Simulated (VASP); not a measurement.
**Al: relaxation of the atoms with PBE**

System: Al, a slab with vacuum.

```
CELL_PARAMETERS angstrom
5.71430 0.00000 0.00000
-2.85715 4.94873 0.00000
0.00000 0.00000 20.10164
ATOMIC_POSITIONS crystal
Al 0.33333 0.16667 0.19899
Al 0.33333 0.66667 0.19899
Al 0.83333 0.16667 0.19899
Al 0.83333 0.66667 0.19899
Al 0.16667 0.33333 0.31345
Al 0.16667 0.83333 0.31345
Al 0.66667 0.33333 0.31345
Al 0.66667 0.83333 0.31345
Al 0.00000 0.00000 0.42791
Al 0.00000 0.50000 0.42791
Al 0.50000 0.00000 0.42791
Al 0.50000 0.50000 0.42791
Al 0.00000 0.08333 0.55229
```

```
Program                             : VASP 6.6.1
Task                                : relaxation of the atoms
Functional                          : PBE
Potentials or basis                 : VASP PAW PBE potentials, release 64 (Al)
Cutoff                              : 450 eV
k mesh                              : 6 × 6 × 1
Occupations                         : gaussian, width 0.1 eV
Spin                                : no spin polarisation
Dipole correction                   : yes
Atoms held fixed (from 0)           : [0, 1, 2, 3, 4, 5, 6, 7, 8, 9, 10, 11]
Further INCAR settings              : ALGO = Normal; EDIFF = 1e-07; NELMDL = -8; IBRION = 2; EDIFFG = -0.025; NSW = 36
Atoms held along some axes (from 0) : atom 12 along a and b
```

```
Energy gained by relaxing : 0.0 meV/atom
Ionic steps               : 3
Band gap on the k mesh    : zero (an odd number of electrons rules out a gap without spin polarisation)
```

Step by step:
```csv
step,energy change (eV),largest force on free atoms (eV/Å),pressure (GPa)
1,0.0000,0.0612,-0.50
2,-0.0002,0.0451,-0.50
3,-0.0003,0.0010,-0.49
```

Final structure:
```
Al
1.0
     5.71430    0.00000    0.00000
    -2.85715    4.94873    0.00000
     0.00000    0.00000   20.10164
Al
13
Direct
  0.33333 0.16667 0.19899
  0.33333 0.66667 0.19899
  0.83333 0.16667 0.19899
  0.83333 0.66667 0.19899
  0.16667 0.33333 0.31345
  0.16667 0.83333 0.31345
  0.66667 0.33333 0.31345
  0.66667 0.83333 0.31345
  0.00000 0.00000 0.42791
  0.00000 0.50000 0.42791
  0.50000 0.00000 0.42791
  0.50000 0.50000 0.42791
  0.00000 0.08333 0.55173
```

Levels at points of the mesh, in eV from the Fermi level:
```csv
k point,band 17,band 18,band 19,band 20,band 21,band 22
"(0.00, 0.00, 0.00)",-2.23,-0.74,-0.54,-0.40,-0.37,-0.19
"(0.50, 0.00, 0.00)",-0.45,-0.25,-0.19,0.54,0.74,0.84
"(0.00, 0.50, 0.00)",-0.45,-0.24,-0.21,0.59,0.73,0.80
"(0.50, 0.50, 0.00)",-0.46,-0.26,-0.18,0.58,0.74,0.76
```

Wall time 8.9 min on 4 MPI ranks on Oxide Virtual Turin-like Processor (shared host), peak memory 0.6 GiB a rank.
